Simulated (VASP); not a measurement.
Cu:

```
Cu
1.0
    -1.44279    1.44279    1.37608
     1.44279   -1.44279    1.37608
     1.44279    1.44279   -1.37608
Cu
1
Direct
  0.00000 0.00000 0.00000
```

Base run:

```yaml
Program: VASP 6.6.1
Functional: PBEsol
Potentials_or_basis: VASP PAW PBE potentials, release 64 (Cu)
Cutoff: 520 eV
k_mesh: 14 × 14 × 14
Occupations: fermi-dirac, width 0.05 eV
Spin: no spin polarisation
```

Its results: pressure -0.7 GPa.

**Question.** The run is repeated on the same cell with these changes: functional from PBEsol to LDA; potentials or basis from VASP PAW PBE potentials, release 64 (Cu) to VASP PAW LDA potentials, release 64 (Cu). What comes out?

**Answer.** Pressure -7.0 GPa.

Caveats: the PAW data sets were made with another functional, which shifts forces and pressure a little (some runs).
